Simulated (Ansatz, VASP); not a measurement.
## One calculation of NaYTaP3O12, two programs

INCAR

```
SYSTEM = NaYTaP3O12
ALGO = Normal
EDIFF = 1E-8
ENCUT = 970
GGA = PE
GGA_COMPAT = .FALSE.
ISIF = 2
ISMEAR = -1
LASPH = .TRUE.
LCHARG = .FALSE.
LEFG = .TRUE.
LREAL = Auto
LWAVE = .FALSE.
NBANDS = 144
NELM = 120
PREC = Accurate
SIGMA = 0.02
```

KPOINTS

```
k-points
0
G
  3 3 3
  0 0 0
```

Contents of POSCAR:

```
NaYTaP3O12
1.0
    4.4927521440      2.5938916598      7.7409502900
   -4.4927521440      2.5938916598      7.7409502900
    0.0000000000     -5.1877833195      7.7409502900
Na Y Ta P O
2 2 2 6 24
Direct
    0.5030990300      0.5030990300      0.5030990300
    0.0030990300      0.0030990300      0.0030990300
    0.6457112700      0.6457112700      0.6457112700
    0.1457112700      0.1457112700      0.1457112700
    0.3524430800      0.3524430800      0.3524430800
    0.8524430800      0.8524430800      0.8524430800
    0.0481343500      0.4646914300      0.7358325300
    0.7358325300      0.0481343500      0.4646914300
    0.4646914300      0.7358325300      0.0481343500
    0.2358325300      0.9646914300      0.5481343500
    0.5481343500      0.2358325300      0.9646914300
    0.9646914300      0.5481343500      0.2358325300
    0.8907935400      0.4907536900      0.7075401200
    0.7075401200      0.8907935400      0.4907536900
    0.4907536900      0.7075401200      0.8907935400
    0.2075401200      0.9907536900      0.3907935400
    0.3907935400      0.2075401200      0.9907536900
    0.9907536900      0.3907935400      0.2075401200
    0.1374136400      0.5038787000      0.2712349100
    0.2712349100      0.1374136400      0.5038787000
    0.5038787000      0.2712349100      0.1374136400
    0.7712349100      0.0038787000      0.6374136400
    0.6374136400      0.7712349100      0.0038787000
    0.0038787000      0.6374136400      0.7712349100
    0.7898499100      0.5898701900      0.3901446300
    0.3901446300      0.7898499100      0.5898701900
    0.5898701900      0.3901446300      0.7898499100
    0.8901446300      0.0898701900      0.2898499100
    0.2898499100      0.8901446300      0.0898701900
    0.0898701900      0.2898499100      0.8901446300
    0.2198218600      0.4522014400      0.5565856900
    0.5565856900      0.2198218600      0.4522014400
    0.4522014400      0.5565856900      0.2198218600
    0.0565856900      0.9522014400      0.7198218600
    0.7198218600      0.0565856900      0.9522014400
    0.9522014400      0.7198218600      0.0565856900
```

Input for Ansatz:

```yaml
crystal:
  lattice:
    - [4.492752144, 2.5938916598, 7.74095029]
    - [-4.492752144, 2.5938916598, 7.74095029]
    - [0.0, -5.1877833195, 7.74095029]
  atoms:
    - { symbol: Na, position: [0.50309903, 0.50309903, 0.50309903] }
    - { symbol: Na, position: [0.00309903, 0.00309903, 0.00309903] }
    - { symbol: "Y", position: [0.64571127, 0.64571127, 0.64571127] }
    - { symbol: "Y", position: [0.14571127, 0.14571127, 0.14571127] }
    - { symbol: Ta, position: [0.35244308, 0.35244308, 0.35244308] }
    - { symbol: Ta, position: [0.85244308, 0.85244308, 0.85244308] }
    - { symbol: P, position: [0.04813435, 0.46469143, 0.73583253] }
    - { symbol: P, position: [0.73583253, 0.04813435, 0.46469143] }
    - { symbol: P, position: [0.46469143, 0.73583253, 0.04813435] }
    - { symbol: P, position: [0.23583253, 0.96469143, 0.54813435] }
    - { symbol: P, position: [0.54813435, 0.23583253, 0.96469143] }
    - { symbol: P, position: [0.96469143, 0.54813435, 0.23583253] }
    - { symbol: O, position: [0.89079354, 0.49075369, 0.70754012] }
    - { symbol: O, position: [0.70754012, 0.89079354, 0.49075369] }
    - { symbol: O, position: [0.49075369, 0.70754012, 0.89079354] }
    - { symbol: O, position: [0.20754012, 0.99075369, 0.39079354] }
    - { symbol: O, position: [0.39079354, 0.20754012, 0.99075369] }
    - { symbol: O, position: [0.99075369, 0.39079354, 0.20754012] }
    - { symbol: O, position: [0.13741364, 0.5038787, 0.27123491] }
    - { symbol: O, position: [0.27123491, 0.13741364, 0.5038787] }
    - { symbol: O, position: [0.5038787, 0.27123491, 0.13741364] }
    - { symbol: O, position: [0.77123491, 0.0038787, 0.63741364] }
    - { symbol: O, position: [0.63741364, 0.77123491, 0.0038787] }
    - { symbol: O, position: [0.0038787, 0.63741364, 0.77123491] }
    - { symbol: O, position: [0.78984991, 0.58987019, 0.39014463] }
    - { symbol: O, position: [0.39014463, 0.78984991, 0.58987019] }
    - { symbol: O, position: [0.58987019, 0.39014463, 0.78984991] }
    - { symbol: O, position: [0.89014463, 0.08987019, 0.28984991] }
    - { symbol: O, position: [0.28984991, 0.89014463, 0.08987019] }
    - { symbol: O, position: [0.08987019, 0.28984991, 0.89014463] }
    - { symbol: O, position: [0.21982186, 0.45220144, 0.55658569] }
    - { symbol: O, position: [0.55658569, 0.21982186, 0.45220144] }
    - { symbol: O, position: [0.45220144, 0.55658569, 0.21982186] }
    - { symbol: O, position: [0.05658569, 0.95220144, 0.71982186] }
    - { symbol: O, position: [0.71982186, 0.05658569, 0.95220144] }
    - { symbol: O, position: [0.95220144, 0.71982186, 0.05658569] }
kpoints:
  mp_grid: { grid: [3, 3, 3] }
scf:
  occupations: { method: fermi_dirac, width: 0.02 }
hamiltonian:
  xc: pbe
  pseudopotentials: { kind: paw }
output:
  forces: true
  stress: true
  populations: true
  efg:
    quadrupole_moments_barn: { Na: 0.104, Ta: 3.17, O: -0.02558 }
    contact_densities: true
```

Alike in both runs: task electric field gradients; functional PBE; k mesh 3 × 3 × 3; occupations fermi-dirac, width 0.02 eV; no spin polarisation.

```csv
,VASP,Ansatz
version,VASP 6.6.1,Ansatz 0.2.0
potentials or method,"VASP PAW PBE potentials, release 64 (Na_sv, Y_sv, Ta_sv_GW, P, O)","plane-wave PAW, scalar-relativistic"
plane-wave cutoff (eV),970,420
valence electrons in the cell,240,240
```

Ansatz gave:

```
gap on the k mesh at the Fermi level (eV)            : 3.26
rms of the force components (eV/Å)                   : 0.122
size of Vzz on the site where it differs most (V/Å²) : 41.8
```

**Question.** Which values does VASP return?

**Answer.** gap on the k mesh at the Fermi level (eV): 3.24; rms of the force components (eV/Å): 0.080; size of Vzz on the site where it differs most (V/Å²): 46.1.

Atom by atom the forces differ by 0.052 eV/Å (rms over components).

Spin-orbit coupling is off throughout.
